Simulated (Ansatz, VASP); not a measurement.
## Two plane-wave programs on SnSe

```xyz
4
Lattice="0.0000 -2.9888 -2.9888 0.0000 2.9888 -2.9888 5.9775 0.0000 0.0000" Properties=species:S:1:pos:R:3 pbc="T T T"
Sn    2.9888    0.0000   -2.6888
Sn    0.0000    0.0000   -0.3000
Se    0.0000    0.0000   -3.1065
Se    2.9888    0.0000    0.1177
```

Change from the starting cell: mode 7 (46.3 1/cm) frozen in, largest displacement -0.300 Å.

Alike in both runs: task single point; functional PBE; dispersion D3(BJ); k mesh 8 × 8 × 6; occupations gaussian, width 0.05 eV; no spin polarisation.

```csv
,VASP,Ansatz
version,VASP 6.6.1,Ansatz 0.2.0
potentials or method,"VASP PAW PBE potentials, release 64 (Sn_d, Se), cutoff 520 eV","scalar-relativistic, plane waves, PAW"
valence electrons in the cell,40,60
```

|  | VASP | Ansatz | Ansatz less VASP |
| --- | --- | --- | --- |
| gap on the k mesh at the Fermi level (eV) | 0.12 | 0.12 | 0.000 |
| least direct gap on the mesh (eV) | 0.12 | 0.12 | 0.000 |
| pressure (GPa) | 0.5 | 0.5 | -0.01 |
| traceless stress, the component that is largest in VASP (GPa) | 0.89 | 0.88 | -0.017 |
| rms of the force components (eV/Å) | 0.164 | 0.160 | -0.0035 |

Atom by atom the forces differ by 0.005 eV/Å (rms over components). VASP's potentials hold 40 valence electrons a cell and Ansatz's 60, so a difference there can come from the potentials and not from the codes.
